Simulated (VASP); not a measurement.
# W in VASP: a series of runs

The runs below take W through single point, with PBE.

All numbers are computed with VASP 6.6.1; they aren't measurements. Logs are shortened: lines on timing, memory, paths and dates and some standing lists are left out, and cuts for length are marked.

## (1) The cell of the first run

The structure is cubic, space group Im-3m (No. 229). Conventional cell: a = 3.279 Å, b = 3.279 Å, c = 3.279 Å, α = 90.00°, β = 90.00°, γ = 90.00°. W (site symmetry m-3m) has 14 W at 2.84 to 3.28 Å within 3.7 Å.

## (2) Single point, PBE

INCAR reads:

```
ALGO = Fast
EDIFF = 1E-7
ENCUT = 520
GGA = PE
ISIF = 2
ISMEAR = 0
LASPH = True
LCHARG = False
LREAL = False
LWAVE = False
NBANDS = 13
NELM = 100
PREC = Accurate
SIGMA = 0.15
```

KPOINTS reads:

```
k-points
0
Gamma
  20 20 20
```

POSCAR reads:

```
W
1.0
   -1.6396050724      1.6396050724      1.6396050724
    1.6396050724     -1.6396050724      1.6396050724
    1.6396050724      1.6396050724     -1.6396050724
W
1
Direct
    0.0000000000      0.0000000000      0.0000000000
```

Potentials or basis: VASP PAW PBE potentials, release 64 (W_sv).

The run is started by

```bash
$ cat potpaw_PBE.64/W_sv/POTCAR > POTCAR
$ mpirun -np 1 vasp_std > vasp.out
```

OUTCAR:

```text
EDIFF = 1E-7
   ENCUT = 520
   GGA = PE
   ISIF = 2
   ISMEAR = 0
   LASPH = True
   LREAL = False
   NELM = 100
   PREC = Accurate

 ion  position               nearest neighbor table
   1  0.000  0.000  0.000-

  LATTYP: Found a body centered cubic cell.
 ALAT       =     3.2792101448

  Lattice vectors:

 A1 = (  -1.6396050724,   1.6396050724,   1.6396050724)
 A2 = (   1.6396050724,  -1.6396050724,   1.6396050724)
 A3 = (   1.6396050724,   1.6396050724,  -1.6396050724)

Analysis of symmetry for initial positions (statically):
=====================================================================
 Subroutine PRICEL returns:
 Original cell was already a primitive cell.

 Routine SETGRP: Setting up the symmetry group for a
 body centered cubic supercell.

 Subroutine GETGRP returns: Found 48 space group operations
 (whereof 48 operations were pure point group operations)
 out of a pool of 48 trial point group operations.

The static configuration has the point symmetry O_h .

Analysis of symmetry for dynamics (positions and initial velocities):
=====================================================================
 Subroutine PRICEL returns:
 Original cell was already a primitive cell.

 Routine SETGRP: Setting up the symmetry group for a
 body centered cubic supercell.

 Subroutine GETGRP returns: Found 48 space group operations
 (whereof 48 operations were pure point group operations)
 out of a pool of 48 trial point group operations.

The dynamic configuration has the point symmetry O_h .

 Subroutine INISYM returns: Found 48 space group operations
 (whereof 48 operations are pure point group operations),
 and found     1 'primitive' translations

----------------------------------------------------------------------------------------

                                     Primitive cell

  volume of cell :      17.6310

  direct lattice vectors                    reciprocal lattice vectors
    -1.639605072  1.639605072  1.639605072     0.000000000  0.304951484  0.304951484
     1.639605072 -1.639605072  1.639605072     0.304951484  0.000000000  0.304951484
     1.639605072  1.639605072 -1.639605072     0.304951484  0.304951484  0.000000000

  length of vectors
     2.839879290  2.839879290  2.839879290     0.431266525  0.431266525  0.431266525

  position of ions in fractional coordinates (direct lattice)
     0.000000000  0.000000000  0.000000000

  ion indices of the primitive-cell ions
   primitive index   ion index
[... 82 lines left out ...]
   TEBEG  =    0.0;   TEEND  =   0.0 temperature during run
   PSTRESS=    0.0 pullay stress
   NELECT =      14.0000    total number of electrons
   NUPDOWN=      -1.0000    fix difference up-down
   EMIN   =  10.00;   EMAX   =-10.00  energy-range for DOS
   EFERMI =   0.00;   METHOD = LEGACY
   ISMEAR =     0;   SIGMA  =   0.15  broadening in eV -4-tet -1-fermi 0-gaus
   EFERMI_NEDOS =   21; number of points for ismear=-14 and -15
   IALGO  =     68    algorithm
   IMIX   =      4    mixing-type and parameters
     AMIX     =   0.40;   BMIX     =  1.00
     AMIX_MAG =   1.60;   BMIX_MAG =  1.00
  volume/ion in A,a.u.               =      17.63       118.98
  Fermi-wavevector in a.u.,A,eV,Ry     =   1.515973  2.864774 31.268576  2.298175
  Thomas-Fermi vector in A             =   2.625425
   LORBIT       =      0    0 simple, 1 ext, 2 COOP (PROOUT), +10 PAW based schemes
   GGA     = PE    functional components
   LHFCALC =     F    Hartree Fock is set to
   AEXX    =    0.0000 exact exchange contribution
   IVDW    =     0    specifies the selected vdW correction
   LEPSILON=     F    determine dielectric tensor
   LRPA    =     F    only Hartree local field effects (RPA)
 non-spin polarized calculation
 RMM-DIIS sequential band-by-band and
 Gauss-broadening in eV      SIGMA  =   0.15
  energy-cutoff  :      520.00
  volume of cell :       17.63
 maximum number of plane-waves:       490
 NGX is ok and might be reduce to    24
   NGX = 11   NGY = 11   NGZ = 11

 number of electron      14.0000001 magnetization

 Free energy of the ion-electron system (eV)
  ---------------------------------------------------
  ext. energy  EPLUGINS =         0.00000000
  ---------------------------------------------------
  free energy    TOTEN  =       -12.85144256 eV

  energy without entropy =      -12.84715625  energy(sigma->0) =      -12.84929940

 E-fermi :   9.9945     XC(G=0): -13.0487

 val. band max:        9.9360044777   @ k =   0.5000   0.5000   0.0500
 cond. band min:       9.9980423673   @ k =   0.4500   0.0500   0.0500
 fundamental gap:      0.0620378896
 Fermi energy:         9.9945178891

 k-point     1 :       0.0000    0.0000    0.0000
  band No.  band energies     occupation
      1     -64.3774      2.00000
      2     -28.0690      2.00000
      3     -28.0690      2.00000
      4     -28.0690      2.00000
      5       0.9267      2.00000
      6       8.8946      2.00000
      7       8.8946      2.00000
      8       8.8946      2.00000
      9      11.9710      0.00000
     10      11.9710      0.00000
     11      24.2273      0.00000
     12      24.2273      0.00000
     13      24.2273      0.00000
[... 354 lines left out ...]
  band No.  band energies     occupation
      1     -64.3200      2.00000
      2     -28.6797      2.00000
      3     -28.2746      2.00000
      4     -28.1021      2.00000
      5       4.0254      2.00000
      6       7.4876      2.00000
      7       8.0429      2.00000
      8      11.3189      0.00000
      9      12.4573      0.00000
     10      12.7002      0.00000
     11      23.0402      0.00000
     12      24.2232      0.00000
     13      28.3100      0.00000

 [... further k-points ...]

------------------------ aborting loop because EDIFF is reached ----------------------------------------

  FORCE on cell =-STRESS in cart. coord.  units (eV):
  Direction    XX          YY          ZZ          XY          YZ          ZX
  --------------------------------------------------------------------------------------
  -------------------------------------------------------------------------------------
  Total       -2.4319447     -2.4319447     -2.4319447      0.0000000      0.0000000      0.0000000
  in kB     -220.9970729   -220.9970729   -220.9970729      0.0000000      0.0000000      0.0000000
  external PRESSURE =    -220.9970729 kB  Pullay stress =       0.0000000 kB

 VOLUME and BASIS-vectors are now :
 -----------------------------------------------------------------------------
  energy-cutoff  :      520.00
  volume of cell :       17.63
      direct lattice vectors                 reciprocal lattice vectors
    -1.639605072  1.639605072  1.639605072     0.000000000  0.304951484  0.304951484
     1.639605072 -1.639605072  1.639605072     0.304951484  0.000000000  0.304951484
     1.639605072  1.639605072 -1.639605072     0.304951484  0.304951484  0.000000000

 POSITION                                       TOTAL-FORCE (eV/Angst)
 -----------------------------------------------------------------------------------
      0.00000      0.00000      0.00000        -0.000000      0.000000      0.000000
 -----------------------------------------------------------------------------------
    total drift:                                0.000000      0.000000     -0.000000

  FREE ENERGIE OF THE ION-ELECTRON SYSTEM (eV)
  ---------------------------------------------------
  free  energy   TOTEN  =       -12.8514425602 eV

  energy  without entropy=      -12.8471562461  energy(sigma->0) =      -12.84929940
```

Wall time 22 s (1 thread of Intel Xeon 6975P-C (Granite Rapids), shared host); peak memory 0.18 GiB.

Results:

| Quantity | Value |
| --- | --- |
| Free energy | -12.8514 eV |
| Pressure | -22.1 GPa |
| Band gap on the k mesh | zero (band 7 reaches 14.39 eV, above the bottom of band 8 at 8.89 eV) |

Caveat: spin-orbit coupling is left out, which moves the levels of the heavy elements.

## (3) Single point, PBE

This run uses another cell than the first one, of 14.70 Å³/atom, 0.834 times its volume.

INCAR reads:

```
SYSTEM = W
ALGO = Fast
EDIFF = 1E-6
ENCUT = 520
GGA = PE
ISIF = 2
ISMEAR = 0
LASPH = .TRUE.
LCHARG = .FALSE.
LREAL = .FALSE.
LWAVE = .FALSE.
NBANDS = 13
NELM = 60
PREC = Accurate
SIGMA = 0.15
```

KPOINTS reads:

```
k-points
0
G
  20 20 20
  0 0 0
```

POSCAR reads:

```
W
1.0
   -1.6184334730      1.5440940974      1.5440940974
    1.5440940974     -1.6184334730      1.5440940974
    1.5440940974      1.5440940974     -1.6184334730
W
1
Direct
    0.0000000000      0.0000000000      0.0000000000
```

Potentials or basis: VASP PAW PBE potentials, release 64 (W_sv).

The run is started by

```bash
$ cat potpaw_PBE.64/W_sv/POTCAR > POTCAR
$ mpirun -np 1 vasp_std > vasp.out
```

OUTCAR:

```text
SYSTEM = W
   EDIFF = 1E-6
   ENCUT = 520
   GGA = PE
   ISIF = 2
   ISMEAR = 0
   LASPH = .TRUE.
   LREAL = .FALSE.
   NELM = 60
   PREC = Accurate

 ion  position               nearest neighbor table
   1  0.000  0.000  0.000-

  LATTYP: Found a trigonal (rhomboedric) cell.
 ALAT       =     2.7180471059
 COS(alpha) =    -0.3538005381

  Lattice vectors:

 A1 = (  -1.6184334730,   1.5440940974,   1.5440940974)
 A2 = (   1.5440940974,  -1.6184334730,   1.5440940974)
 A3 = (   1.5440940974,   1.5440940974,  -1.6184334730)

Analysis of symmetry for initial positions (statically):
=====================================================================
 Subroutine PRICEL returns:
 Original cell was already a primitive cell.

 Routine SETGRP: Setting up the symmetry group for a
 trigonal (rhombohedral) supercell.

 Subroutine GETGRP returns: Found 12 space group operations
 (whereof 12 operations were pure point group operations)
 out of a pool of 12 trial point group operations.

The static configuration has the point symmetry D_3d.

Analysis of symmetry for dynamics (positions and initial velocities):
=====================================================================
 Subroutine PRICEL returns:
 Original cell was already a primitive cell.

 Routine SETGRP: Setting up the symmetry group for a
 trigonal (rhombohedral) supercell.

 Subroutine GETGRP returns: Found 12 space group operations
 (whereof 12 operations were pure point group operations)
 out of a pool of 12 trial point group operations.

The dynamic configuration has the point symmetry D_3d.

 Subroutine INISYM returns: Found 12 space group operations
 (whereof 12 operations are pure point group operations),
 and found     1 'primitive' translations

----------------------------------------------------------------------------------------

                                     Primitive cell

  volume of cell :      14.6999

  direct lattice vectors                    reciprocal lattice vectors
    -1.618433473  1.544094097  1.544094097     0.015993360  0.332196137  0.332196137
     1.544094097 -1.618433473  1.544094097     0.332196137  0.015993360  0.332196137
     1.544094097  1.544094097 -1.618433473     0.332196137  0.332196137  0.015993360

  length of vectors
     2.718047106  2.718047106  2.718047106     0.470068436  0.470068436  0.470068436

  position of ions in fractional coordinates (direct lattice)
     0.000000000  0.000000000  0.000000000

  ion indices of the primitive-cell ions
   primitive index   ion index
                 1           1

----------------------------------------------------------------------------------------

 KPOINTS: k-points

Automatic generation of k-mesh.
 Grid dimensions read from file:
 generate k-points for:   20   20   20

 Generating k-lattice:

  Cartesian coordinates                     Fractional coordinates (reciprocal lattice)
     0.000799668  0.016609807  0.016609807     0.050000000 -0.000000000 -0.000000000
     0.016609807  0.000799668  0.016609807    -0.000000000  0.050000000 -0.000000000
     0.016609807  0.016609807  0.000799668    -0.000000000 -0.000000000  0.050000000

  Length of vectors
     0.023503422  0.023503422  0.023503422

  Shift w.r.t. Gamma in fractional coordinates (k-lattice)
     0.000000000  0.000000000  0.000000000

 Subroutine IBZKPT returns following result:
 ===========================================

 Found    781 irreducible k-points:

 Following reciprocal coordinates:
            Coordinates               Weight
  0.000000  0.000000  0.000000      1.000000
  0.050000  0.000000  0.000000      6.000000
  0.100000  0.000000  0.000000      6.000000
  0.150000  0.000000  0.000000      6.000000
  0.200000  0.000000  0.000000      6.000000
  0.250000  0.000000  0.000000      6.000000
[... 16 lines left out ...]
 -0.400000  0.050000 -0.000000     12.000000
 -0.350000  0.050000  0.000000     12.000000
 [... further k-points ...]
   k-points           NKPTS =    781   k-points in BZ     NKDIM =    781   number of bands    NBANDS=     13
   number of dos      NEDOS =    301   number of ions     NIONS =      1
   total plane-waves  NPLWV =   8000
   dimension x,y,z NGX =    20 NGY =   20 NGZ =   20
   dimension x,y,z NGXF=    40 NGYF=   40 NGZF=   40
   ions per type =               1
   NGX,Y,Z   is equivalent  to a cutoff of  12.23, 12.23, 12.23 a.u.
   NGXF,Y,Z  is equivalent  to a cutoff of  24.47, 24.47, 24.47 a.u.
 SYSTEM =  W
   PREC   = accura    normal or accurate (medium, high low for compatibility)
   ISTART =      0    job   : 0-new  1-cont  2-samecut
   ICHARG =      2    charge: 1-file 2-atom 10-const
   ISPIN  =      1    spin polarized calculation?
   LNONCOLLINEAR =      F non collinear calculations
   LSORBIT =      F    spin-orbit coupling
   LASPH  =      T    aspherical Exc in radial PAW
   ENCUT  =  520.0 eV  38.22 Ry    6.18 a.u.   5.05  5.05  5.05*2*pi/ulx,y,z
   NELM   =     60;   NELMIN=  2; NELMDL= -5     # of ELM steps
   EDIFF  = 0.1E-05   stopping-criterion for ELM
   LREAL  =      F    real-space projection
   EDIFFG = 0.1E-04   stopping-criterion for IOM
   NSW    =      0    number of steps for IOM
   IBRION =     -1    ionic relax: 0-MD 1-quasi-New 2-CG
   NFREE  =      0    steps in history (QN), initial steepest desc. (CG)
   ISIF   =      2    stress and relaxation
   ISYM   =      2    0-nonsym 1-usesym 2-fastsym
   POTIM  = 0.5000    time-step for ionic-motion
   TEBEG  =    0.0;   TEEND  =   0.0 temperature during run
   PSTRESS=    0.0 pullay stress
   NELECT =      14.0000    total number of electrons
   NUPDOWN=      -1.0000    fix difference up-down
   EMIN   =  10.00;   EMAX   =-10.00  energy-range for DOS
   EFERMI =   0.00;   METHOD = LEGACY
   ISMEAR =     0;   SIGMA  =   0.15  broadening in eV -4-tet -1-fermi 0-gaus
   EFERMI_NEDOS =   21; number of points for ismear=-14 and -15
   IALGO  =     68    algorithm
   IMIX   =      4    mixing-type and parameters
     AMIX     =   0.40;   BMIX     =  1.00
     AMIX_MAG =   1.60;   BMIX_MAG =  1.00
  volume/ion in A,a.u.               =      14.70        99.20
  Fermi-wavevector in a.u.,A,eV,Ry     =   1.610694  3.043770 35.298067  2.594335
  Thomas-Fermi vector in A             =   2.706203
   LORBIT       =      0    0 simple, 1 ext, 2 COOP (PROOUT), +10 PAW based schemes
   GGA     = PE    functional components
   LHFCALC =     F    Hartree Fock is set to
   AEXX    =    0.0000 exact exchange contribution
   IVDW    =     0    specifies the selected vdW correction
   LEPSILON=     F    determine dielectric tensor
   LRPA    =     F    only Hartree local field effects (RPA)
 non-spin polarized calculation
 RMM-DIIS sequential band-by-band and
 Gauss-broadening in eV      SIGMA  =   0.15
  energy-cutoff  :      520.00
  volume of cell :       14.70
 maximum number of plane-waves:       412
   NGX = 11   NGY = 11   NGZ = 11

 number of electron      14.0000004 magnetization

 Free energy of the ion-electron system (eV)
  ---------------------------------------------------
  ext. energy  EPLUGINS =         0.00000000
  ---------------------------------------------------
  free energy    TOTEN  =       -12.73832486 eV

  energy without entropy =      -12.73421621  energy(sigma->0) =      -12.73627053

 E-fermi :  12.6486     XC(G=0): -14.0677

 val. band max:       12.6444233468   @ k =  -0.3000   0.2500   0.2000
 cond. band min:      12.6501914202   @ k =   0.5000   0.5000   0.2000
 fundamental gap:      0.0057680734
 Fermi energy:        12.6486011886

 k-point     1 :       0.0000    0.0000    0.0000
  band No.  band energies     occupation
      1     -61.5339      2.00000
      2     -25.0549      2.00000
      3     -25.0549      2.00000
      4     -24.7414      2.00000
      5       2.5321      2.00000
      6      10.2619      2.00000
      7      11.5225      2.00000
      8      11.5225      2.00000
      9      15.2181      0.00000
     10      15.2181      0.00000
     11      26.3323      0.00000
     12      27.7693      0.00000
     13      27.7693      0.00000
[... 353 lines left out ...]
 k-point    24 :      -0.3500    0.0500    0.0000
  band No.  band energies     occupation
      1     -61.3680      2.00000
      2     -26.2006      2.00000
      3     -25.4352      2.00000
      4     -25.0531      2.00000
      5       5.9542      2.00000
      6       9.3870      2.00000
      7      11.1668      2.00000
      8      14.2775      0.00000
      9      15.2617      0.00000
     10      16.1409      0.00000
     11      26.2632      0.00000
     12      28.5260      0.00000
     13      34.6033      0.00000

 [... further k-points ...]

------------------------ aborting loop because EDIFF is reached ----------------------------------------

  FORCE on cell =-STRESS in cart. coord.  units (eV):
  Direction    XX          YY          ZZ          XY          YZ          ZX
  --------------------------------------------------------------------------------------
  -------------------------------------------------------------------------------------
  Total        3.3851846      3.3851846      3.3851846      1.0693988      1.0693988      1.0693988
  in kB      368.9601309    368.9601309    368.9601309    116.5565690    116.5565690    116.5565690
  external PRESSURE =     368.9601309 kB  Pullay stress =       0.0000000 kB

 VOLUME and BASIS-vectors are now :
 -----------------------------------------------------------------------------
  energy-cutoff  :      520.00
  volume of cell :       14.70
      direct lattice vectors                 reciprocal lattice vectors
    -1.618433473  1.544094097  1.544094097     0.015993360  0.332196137  0.332196137
     1.544094097 -1.618433473  1.544094097     0.332196137  0.015993360  0.332196137
     1.544094097  1.544094097 -1.618433473     0.332196137  0.332196137  0.015993360

 POSITION                                       TOTAL-FORCE (eV/Angst)
 -----------------------------------------------------------------------------------
      0.00000      0.00000      0.00000        -0.000000      0.000000      0.000000
 -----------------------------------------------------------------------------------
    total drift:                                0.000000     -0.000000      0.000000

  FREE ENERGIE OF THE ION-ELECTRON SYSTEM (eV)
  ---------------------------------------------------
  free  energy   TOTEN  =       -12.7383248594 eV

  energy  without entropy=      -12.7342162079  energy(sigma->0) =      -12.73627053
```

It took 52 s on 1 thread of Intel Xeon 6975P-C (Granite Rapids), shared host; peak memory 0.24 GiB.

Results:

| Quantity | Value |
| --- | --- |
| Free energy | -12.7383 eV |
| Pressure | 36.9 GPa |
| Band gap on the k mesh | zero (band 7 reaches 17.71 eV, above the bottom of band 8 at 11.43 eV) |

Levels at points of the mesh, in eV from the Fermi level:
```tsv
k point	band 4	band 5	band 6	band 7	band 8	band 9	band 10	band 11
(0.00, 0.00, 0.00)	-37.39	-10.12	-2.39	-1.13	-1.13	2.57	2.57	13.68
(0.50, 0.00, 0.00)	-37.67	-6.84	-3.91	1.36	1.98	2.86	6.93	11.24
(0.50, 0.50, 0.00)	-37.47	-6.90	-4.25	0.48	2.80	3.86	6.42	11.54
(0.50, 0.50, 0.50)	-38.62	-6.56	-6.56	5.06	5.06	6.74	8.48	8.48
```

Caveat: spin-orbit coupling is left out, which moves the levels of the heavy elements.

(Part 1 of 2 ends here.)
